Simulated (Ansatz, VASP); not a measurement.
# One calculation of O, two programs

```
O
1.0
     2.54381    0.00000    0.00000
    -1.27191    2.20301    0.00000
     0.00000    0.00000    6.53087
O
4
Direct
  0.33333 0.66667 0.16100
  0.66667 0.33333 0.66100
  0.33333 0.66667 0.33900
  0.66667 0.33333 0.83900
```

Change from the starting cell: volume scaled by 0.98, PAW files.

Alike in both runs: task electric field gradients; functional PBEsol; k mesh 13 × 13 × 5; occupations fermi-dirac, width 0.03 eV; no spin polarisation.

|  | VASP | Ansatz |
| --- | --- | --- |
| version | VASP 6.6.1 | Ansatz 0.2.0 |
| potentials or method | VASP PAW PBE potentials, release 64 (O) | PAW with Ansatz's default frozen-core files, scalar-relativistic |
| plane-wave cutoff (eV) | 520 | 420 |
| valence electrons in the cell | 24 | 24 |

|  | VASP | Ansatz | Ansatz less VASP |
| --- | --- | --- | --- |
| pressure (GPa) | 21.0 | 14.3 | -6.75 |
| traceless stress, the component that is largest in VASP (GPa) | 51.71 | 37.21 | -14.502 |
| rms of the force components (eV/Å) | 3.162 | 1.902 | -1.2599 |
| size of Vzz on the site where it differs most (V/Å²) | 108.3 | 107.7 | -0.63 |

VASP's potentials were made for PBE, not for PBEsol. Atom by atom the forces differ by 1.260 eV/Å (rms over components).

Noted on VASP's run: the standard files for N, O and F lose accuracy on very short bonds; spin is off for a triplet molecule.
